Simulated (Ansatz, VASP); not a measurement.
In2S: VASP beside Ansatz

```
In S
1.0
     4.06072   -0.00984   -0.00926
    -2.03855    3.55526   -0.01542
    -0.02639   -0.06946   11.05993
In S
4 2
Cartesian
  -0.0112 2.3617 1.6314
  -0.0198 2.3315 7.1620
  2.0133 1.1510 3.8763
  2.0049 1.1146 9.4067
  4.0634 -0.0139 -0.0134
  -0.0115 -0.0375 5.5282
```

Change from the starting cell: cell x2, atoms moved at random (sigma 0.1 Å) and cell strained at random (1.5 %), then relaxed without symmetry.

Alike in both runs: functional PBE; k mesh 6 × 6 × 2; occupations gaussian, width 0.2 eV; no spin polarisation.

Ansatz relaxed the structure, and its values are those at the end. VASP's run is a single point on that final structure, the one shown.

```csv
,VASP,Ansatz
version,VASP 6.6.1,Ansatz 0.2.0
potentials or method,"VASP PAW PBE potentials, release 64 (In_d, S), cutoff 520 eV","scalar-relativistic, plane waves, PAW"
valence electrons in the cell,64,64
```

Ansatz gave:

```
gap on the k mesh at the Fermi level (eV) : none
pressure (GPa)                            : 0.1
rms of the force components (eV/Å)        : 0.008
```

Question: What did VASP give for the same quantities?

Answer: gap on the k mesh at the Fermi level (eV): none; pressure (GPa): 0.0; rms of the force components (eV/Å): 0.010.

A gap of «none» marks a metal or a gap that the smearing closes. With one functional, cell and mesh, what is left measures potentials, basis and numerics.
